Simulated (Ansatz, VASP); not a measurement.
## One calculation of MgF2, two programs

```
Mg F
1.0
     4.62202    0.00000    0.00000
     0.00000    4.62202    0.00000
     0.00000    0.00000    3.04611
Mg F
2 4
Direct
  0.00000 0.00000 0.00000
  0.50000 0.50000 0.50000
  0.30295 0.30295 0.00000
  0.19705 0.80295 0.50000
  0.80295 0.19705 0.50000
  0.69705 0.69705 0.00000
```

Alike in both runs: task single point; functional PBE0; k mesh 4 × 4 × 6; no spin polarisation.

|  | VASP | Ansatz |
| --- | --- | --- |
| version | VASP 6.6.1 | Ansatz 0.2.0 |
| potentials or method | VASP PAW PBE potentials, release 64 (Mg, F) | plane waves, PAW |
| plane-wave cutoff (eV) | 520 | 420 |
| occupations | gaussian, width 0.01 eV | fixed |
| valence electrons in the cell | 32 | 48 |

|  | VASP | Ansatz | Ansatz less VASP |
| --- | --- | --- | --- |
| gap on the k mesh at the Fermi level (eV) | 10.18 | 10.24 | +0.057 |
| pressure (GPa) | 0.6 | 1.1 | +0.46 |
| rms of the force components (eV/Å) | 0.008 | 0.010 | +0.0022 |

Atom by atom the forces differ by 0.002 eV/Å (rms over components). VASP's potentials hold 32 valence electrons a cell and Ansatz's 48, so a difference there can come from the potentials and not from the codes. Ansatz's warnings: stress exchange threshold loose, stress scf threshold loose.
